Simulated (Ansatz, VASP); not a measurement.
## Two plane-wave programs on C

File POSCAR:

```
C
1.0
    0.0000000000      1.7833700000      1.7833700000
    1.7833700000      0.0000000000      1.7833700000
    1.7833700000      1.7833700000      0.0000000000
C
2
Direct
    0.7500000000      0.7500000000      0.7500000000
    0.5000000000      0.5000000000      0.5000000000
```

INCAR.step1

```
PREC = Accurate ; ENCUT = 1430
ISMEAR = -1 ; SIGMA = 0.05
LREAL = False ; LASPH = True
NELM = 120 ; NBANDS = 11
GGA = PE ; ALGO = Normal
EDIFF = 1E-5 ; LWAVE = True
LCHARG = False ; GGA_COMPAT = False
```

INCAR.step2

```
PREC = Accurate ; ENCUT = 1430
EDIFF = 1E-6 ; ISMEAR = -1
SIGMA = 0.05 ; LREAL = False
LASPH = True ; NELM = 120
ALGO = Normal ; ISIF = 2
LWAVE = False ; LCHARG = False
METAGGA = R2SCAN ; LMIXTAU = True
IVDW = 12 ; VDW_S6 = 1.0
VDW_S8 = 0.78981345 ; VDW_A1 = 0.49484001
VDW_A2 = 5.73083694 ; NBANDS = 11
ISTART = 1 ; GGA_COMPAT = False
```

Contents of KPOINTS:

```
regular mesh
0
Gamma
  13 13 13
```

File input.yaml:

```yaml
crystal:
  lattice:
    - [0.0, 1.78337, 1.78337]
    - [1.78337, 0.0, 1.78337]
    - [1.78337, 1.78337, 0.0]
  atoms:
    - { symbol: C, position: [0.75, 0.75, 0.75] }
    - { symbol: C, position: [0.5, 0.5, 0.5] }
hamiltonian:
  xc: r2scan
  pseudopotentials: { kind: paw }
  dispersion: d3bj
kpoints:
  mp_grid: { grid: [13, 13, 13] }
scf:
  occupations: { method: fermi_dirac, width: 0.05 }
output:
  forces: true
  stress: true
  eigenvalues: true
```

Alike in both runs: task single point; functional r2SCAN; dispersion D3(BJ); k mesh 13 × 13 × 13; occupations fermi-dirac, width 0.05 eV; no spin polarisation.

|  | VASP | Ansatz |
| --- | --- | --- |
| version | VASP 6.6.1 | Ansatz 0.2.0 |
| potentials or method | VASP PAW PBE potentials, release 64 (C_h) | Ansatz PAW |
| plane-wave cutoff (eV) | 1430 | 500 |
| valence electrons in the cell | 8 | 8 |

VASP gave:

```
gap on the k mesh at the Fermi level (eV) : 4.37
least direct gap on the mesh (eV)         : 5.88
pressure (GPa)                            : -5.6
```

Q: Estimate Ansatz's values.

A: gap on the k mesh at the Fermi level (eV): 4.36; least direct gap on the mesh (eV): 5.88; pressure (GPa): -5.0.

VASP's potentials were made for PBE, not for r2SCAN.

Noted on Ansatz's run: odd divisions of the mesh miss points on the zone boundary, where band edges often lie, so the gap on the mesh can be too wide.
